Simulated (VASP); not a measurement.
# ZrH4 (Cmmm) in VASP: further runs

ZrH4 is run at these levels: PBE; tasks: single point.

Program: VASP 6.6.1. These are calculated values, not measurements. Logs are shortened: lines on timing, memory, paths and dates and some standing lists are left out, and cuts for length are marked.

## 1. The cell of the first run

The structure is orthorhombic, space group Cmmm (No. 65). Conventional cell: a = 3.793 Å, b = 6.002 Å, c = 3.516 Å, α = 90.00°, β = 90.00°, γ = 90.00°. Within 2.6 Å of Zr (site symmetry mmm) lie 10 H at 1.98 to 2.12 Å. H (site symmetry m2m) has 7 H at 1.90 to 2.22 Å and 3 Zr at 2.05 to 2.12 Å within 2.5 Å. H (site symmetry 2mm) has 6 H at 1.84 to 2.22 Å and 2 Zr at 1.98 Å within 2.4 Å.

## 2. Single point, PBE

INCAR

```
PREC = Accurate
ENCUT = 520
EDIFF = 1E-6
ISMEAR = 0
SIGMA = 0.1
LREAL = F
LASPH = T
NELM = 80
ALGO = Normal
ISIF = 2
LWAVE = F
LCHARG = F
GGA = PE
NBANDS = 16
```

KPOINTS

```
regular mesh
0
Gamma
  4 4 6
```

POSCAR

```
ZrH4
1.0
    1.8965916161     -3.0012398287      0.0000000000
    1.8965916161      3.0012398287      0.0000000000
    0.0000000000      0.0000000000      3.5157326172
Zr H
1 4
Direct
    0.0000000000      0.0000000000      0.0000000000
    0.6583415781      0.3416584219      0.0000000000
    0.3416584219      0.6583415781      0.0000000000
    0.7570749850      0.7570749850      0.5000000000
    0.2429250150      0.2429250150      0.5000000000
```

Potentials or basis: VASP PAW PBE potentials, release 64 (Zr_sv, H).

The run is started by

```
cat potpaw_PBE.64/Zr_sv/POTCAR potpaw_PBE.64/H/POTCAR > POTCAR
mpirun -np 1 vasp_std > vasp.out
```

OUTCAR:

```text
PREC = Accurate
   ENCUT = 520
   EDIFF = 1E-6
   ISMEAR = 0
   LREAL = F
   LASPH = T
   NELM = 80
   ISIF = 2
   GGA = PE

 ion  position               nearest neighbor table
   1  0.000  0.000  0.000-   4 1.98   5 1.98   4 1.98   5 1.98   2 2.05   3 2.05   2 2.12   3 2.12
                             2 2.12   3 2.12
   2  0.658  0.342  0.000-   1 2.05   1 2.12   1 2.12
   3  0.342  0.658  0.000-   1 2.05   1 2.12   1 2.12
   4  0.757  0.757  0.500-   1 1.98   1 1.98
   5  0.243  0.243  0.500-   1 1.98   1 1.98

  LATTYP: Found a base centered orthorhombic cell.
 ALAT       =     3.7931832322
 B/A-ratio  =     1.5824386248
 C/A-ratio  =     0.9268554673

  Lattice vectors:

 A1 = (   1.8965916161,  -3.0012398287,   0.0000000000)
 A2 = (   1.8965916161,   3.0012398287,   0.0000000000)
 A3 = (   0.0000000000,   0.0000000000,   3.5157326172)

Analysis of symmetry for initial positions (statically):
=====================================================================
 Subroutine PRICEL returns:
 Original cell was already a primitive cell.

 Routine SETGRP: Setting up the symmetry group for a
 base centered orthorhombic supercell.

 Subroutine GETGRP returns: Found  8 space group operations
 (whereof  8 operations were pure point group operations)
 out of a pool of  8 trial point group operations.

The static configuration has the point symmetry D_2h.

Analysis of symmetry for dynamics (positions and initial velocities):
=====================================================================
 Subroutine PRICEL returns:
 Original cell was already a primitive cell.

 Routine SETGRP: Setting up the symmetry group for a
 base centered orthorhombic supercell.

 Subroutine GETGRP returns: Found  8 space group operations
 (whereof  8 operations were pure point group operations)
 out of a pool of  8 trial point group operations.

The dynamic configuration has the point symmetry D_2h.

 Subroutine INISYM returns: Found  8 space group operations
 (whereof  8 operations are pure point group operations),
 and found     1 'primitive' translations

----------------------------------------------------------------------------------------

                                     Primitive cell

  volume of cell :      40.0240

  direct lattice vectors                    reciprocal lattice vectors
     1.896591616 -3.001239829  0.000000000     0.263630818 -0.166597816  0.000000000
     1.896591616  3.001239829  0.000000000     0.263630818  0.166597816  0.000000000
     0.000000000  0.000000000  3.515732617     0.000000000  0.000000000  0.284435738

  length of vectors
     3.550281717  3.550281717  3.515732617     0.311859008  0.311859008  0.284435738

  position of ions in fractional coordinates (direct lattice)
     0.000000000  0.000000000  0.000000000
     0.658341578  0.341658422  0.000000000
     0.341658422  0.658341578  0.000000000
     0.757074985  0.757074985  0.500000000
     0.242925015  0.242925015  0.500000000

  ion indices of the primitive-cell ions
   primitive index   ion index
                 1           1
                 2           2
                 3           3
                 4           4
                 5           5

----------------------------------------------------------------------------------------

 KPOINTS: regular mesh

Automatic generation of k-mesh.
 Grid dimensions read from file:
 generate k-points for:    4    4    6

 Generating k-lattice:

  Cartesian coordinates                     Fractional coordinates (reciprocal lattice)
     0.065907705 -0.041649454  0.000000000     0.250000000 -0.000000000  0.000000000
     0.065907705  0.041649454  0.000000000    -0.000000000  0.250000000  0.000000000
     0.000000000  0.000000000  0.047405956     0.000000000  0.000000000  0.166666667

  Length of vectors
     0.077964752  0.077964752  0.047405956

  Shift w.r.t. Gamma in fractional coordinates (k-lattice)
     0.000000000  0.000000000  0.000000000

 Subroutine IBZKPT returns following result:
 ===========================================

 Found     28 irreducible k-points:

 Following reciprocal coordinates:
            Coordinates               Weight
  0.000000  0.000000  0.000000      1.000000
  0.250000  0.000000  0.000000      4.000000
  0.500000  0.000000  0.000000      2.000000
  0.250000  0.250000  0.000000      2.000000
  0.500000  0.250000  0.000000      4.000000
 -0.250000  0.250000  0.000000      2.000000
[... 16 lines left out ...]
  0.250000  0.000000  0.500000      4.000000
  0.500000  0.000000  0.500000      2.000000
 [... further k-points ...]
   k-points           NKPTS =     28   k-points in BZ     NKDIM =     28   number of bands    NBANDS=     16
   number of dos      NEDOS =    301   number of ions     NIONS =      5
   total plane-waves  NPLWV =  21952
   dimension x,y,z NGX =    28 NGY =   28 NGZ =   28
   dimension x,y,z NGXF=    56 NGYF=   56 NGZF=   56
   ions per type =               1   4
   NGX,Y,Z   is equivalent  to a cutoff of  13.11, 13.11, 13.24 a.u.
   NGXF,Y,Z  is equivalent  to a cutoff of  26.22, 26.22, 26.48 a.u.
 SYSTEM =  unknown system
   PREC   = accura    normal or accurate (medium, high low for compatibility)
   ISTART =      0    job   : 0-new  1-cont  2-samecut
   ICHARG =      2    charge: 1-file 2-atom 10-const
   ISPIN  =      1    spin polarized calculation?
   LNONCOLLINEAR =      F non collinear calculations
   LSORBIT =      F    spin-orbit coupling
   LASPH  =      T    aspherical Exc in radial PAW
   ENCUT  =  520.0 eV  38.22 Ry    6.18 a.u.   6.60  6.60  6.54*2*pi/ulx,y,z
   NELM   =     80;   NELMIN=  2; NELMDL= -5     # of ELM steps
   EDIFF  = 0.1E-05   stopping-criterion for ELM
   LREAL  =      F    real-space projection
   EDIFFG = 0.1E-04   stopping-criterion for IOM
   NSW    =      0    number of steps for IOM
   IBRION =     -1    ionic relax: 0-MD 1-quasi-New 2-CG
   NFREE  =      0    steps in history (QN), initial steepest desc. (CG)
   ISIF   =      2    stress and relaxation
   ISYM   =      2    0-nonsym 1-usesym 2-fastsym
   POTIM  = 0.5000    time-step for ionic-motion
   TEBEG  =    0.0;   TEEND  =   0.0 temperature during run
   PSTRESS=    0.0 pullay stress
   NELECT =      16.0000    total number of electrons
   NUPDOWN=      -1.0000    fix difference up-down
   EMIN   =  10.00;   EMAX   =-10.00  energy-range for DOS
   EFERMI =   0.00;   METHOD = LEGACY
   ISMEAR =     0;   SIGMA  =   0.10  broadening in eV -4-tet -1-fermi 0-gaus
   EFERMI_NEDOS =   21; number of points for ismear=-14 and -15
   IALGO  =     38    algorithm
   IMIX   =      4    mixing-type and parameters
     AMIX     =   0.40;   BMIX     =  1.00
     AMIX_MAG =   1.60;   BMIX_MAG =  1.00
  volume/ion in A,a.u.               =       8.00        54.02
  Fermi-wavevector in a.u.,A,eV,Ry     =   1.205984  2.278978 19.788262  1.454396
  Thomas-Fermi vector in A             =   2.341664
   LORBIT       =      0    0 simple, 1 ext, 2 COOP (PROOUT), +10 PAW based schemes
   GGA     = PE    functional components
   LHFCALC =     F    Hartree Fock is set to
   AEXX    =    0.0000 exact exchange contribution
   IVDW    =     0    specifies the selected vdW correction
   LEPSILON=     F    determine dielectric tensor
   LRPA    =     F    only Hartree local field effects (RPA)
 non-spin polarized calculation
 Gauss-broadening in eV      SIGMA  =   0.10
  energy-cutoff  :      520.00
  volume of cell :       40.02
 maximum number of plane-waves:      1093
 NGX is ok and might be reduce to    28
   NGX = 13   NGY = 13   NGZ = 13

 number of electron      16.0000001 magnetization

 Free energy of the ion-electron system (eV)
  ---------------------------------------------------
  ext. energy  EPLUGINS =         0.00000000
  ---------------------------------------------------
  free energy    TOTEN  =       -22.45686891 eV

  energy without entropy =      -22.45051090  energy(sigma->0) =      -22.45368990

 E-fermi :   5.0160     XC(G=0): -10.1512

 val. band max:        5.0154579303   @ k =   0.0000   0.0000   0.3333
 cond. band min:       5.0430577228   @ k =   0.5000   0.2500   0.0000
 fundamental gap:      0.0275997926
 Fermi energy:         5.0160193787

 k-point     1 :       0.0000    0.0000    0.0000
  band No.  band energies     occupation
      1     -44.0983      2.00000
      2     -22.1014      2.00000
      3     -22.0126      2.00000
      4     -21.9298      2.00000
      5      -4.1036      2.00000
      6      -0.2452      2.00000
[... 8 lines left out ...]
     15      16.6626      0.00000
     16      18.3366      0.00000

 k-point     2 :       0.2500    0.0000    0.0000
  band No.  band energies     occupation
      1     -44.0873      2.00000
      2     -22.2161      2.00000
      3     -22.0706      2.00000
      4     -21.9175      2.00000
      5      -3.0511      2.00000
      6       0.1338      2.00000
[... 8 lines left out ...]
     15      14.0902      0.00000
     16      17.3052      0.00000

 k-point     3 :       0.5000    0.0000    0.0000
  band No.  band energies     occupation
      1     -44.0762      2.00000
      2     -22.3567      2.00000
      3     -22.0976      2.00000
      4     -21.9052      2.00000
      5      -0.7945      2.00000
      6      -0.6407      2.00000
[... 8 lines left out ...]
     15      16.2089      0.00000
     16      16.8313      0.00000

 k-point     4 :       0.2500    0.2500    0.0000
  band No.  band energies     occupation
      1     -44.0762      2.00000
      2     -22.2497      2.00000
      3     -22.2077      2.00000
      4     -21.9052      2.00000
      5      -1.4512      2.00000
      6      -0.0976      2.00000
[... 8 lines left out ...]
     15      17.1015      0.00000
     16      17.9665      0.00000
[... 324 lines left out ...]
 k-point    22 :       0.0000    0.0000    0.5000
  band No.  band energies     occupation
      1     -44.0798      2.00000
      2     -22.2359      2.00000
      3     -22.0845      2.00000
      4     -21.9772      2.00000
      5      -2.5138      2.00000
      6      -0.1005      2.00000
[... 8 lines left out ...]
     15      15.7993      0.00000
     16      16.2224      0.00000

 k-point    23 :       0.2500    0.0000    0.5000
  band No.  band energies     occupation
      1     -44.0690      2.00000
      2     -22.2163      2.00000
      3     -22.1904      2.00000
      4     -22.0375      2.00000
      5      -1.3839      2.00000
      6      -0.0362      2.00000
[... 8 lines left out ...]
     15      14.7325      0.00000
     16      16.1425      0.00000

 k-point    24 :       0.5000    0.0000    0.5000
  band No.  band energies     occupation
      1     -44.0581      2.00000
      2     -22.3230      2.00000
      3     -22.1966      2.00000
      4     -22.0665      2.00000
      5       0.0436      2.00000
      6       0.1808      2.00000
[... 8 lines left out ...]
     15      14.4485      0.00000
     16      14.9094      0.00000

 [... further k-points ...]
[... 5 lines left out ...]
  --------------------------------------------------------------------------------------
  -------------------------------------------------------------------------------------
  Total       -0.0429993     -0.0540345     -0.0039829      0.0000000      0.0000000      0.0000000
  in kB       -1.7212807     -2.1630237     -0.1594356      0.0000000      0.0000000      0.0000000
  external PRESSURE =      -1.3479133 kB  Pullay stress =       0.0000000 kB

 VOLUME and BASIS-vectors are now :
 -----------------------------------------------------------------------------
  energy-cutoff  :      520.00
  volume of cell :       40.02
      direct lattice vectors                 reciprocal lattice vectors
     1.896591616 -3.001239829  0.000000000     0.263630818 -0.166597816  0.000000000
     1.896591616  3.001239829  0.000000000     0.263630818  0.166597816  0.000000000
     0.000000000  0.000000000  3.515732617     0.000000000  0.000000000  0.284435738

 POSITION                                       TOTAL-FORCE (eV/Angst)
 -----------------------------------------------------------------------------------
      0.00000      0.00000      0.00000         0.000000      0.000000      0.000000
      1.89659     -0.95044      0.00000         0.000000      0.013579      0.000000
      1.89659      0.95044      0.00000         0.000000     -0.013579      0.000000
      2.87172      0.00000      1.75787         0.005314      0.000000      0.000000
      0.92146      0.00000      1.75787        -0.005314      0.000000      0.000000
 -----------------------------------------------------------------------------------
    total drift:                               -0.000000      0.000000     -0.000000

  FREE ENERGIE OF THE ION-ELECTRON SYSTEM (eV)
  ---------------------------------------------------
  free  energy   TOTEN  =       -22.4568689113 eV

  energy  without entropy=      -22.4505108972  energy(sigma->0) =      -22.45368990
```

It took 18 s on 1 thread of Intel Xeon Platinum 8259CL at 2.50GHz (Skylake/Cascade Lake), shared host; peak memory 0.16 GiB.

What came out:

| Quantity | Value |
| --- | --- |
| Free energy | -22.4569 eV |
| Pressure | -0.1 GPa |
| Largest force | 0.014 eV/Å |
| Band gap on the k mesh | zero (band 8 reaches 5.50 eV, above the bottom of band 9 at 3.45 eV) |

Forces on the atoms (eV/Å):
```
Zr   0.000  0.000  0.000
H    0.000  0.014  0.000
H    0.000 -0.014  0.000
H    0.005  0.000  0.000
H   -0.005  0.000  0.000
```

Caveat: the k points lie up to 0.49 Å⁻¹ apart.

(Continued in part 2 of 2.)
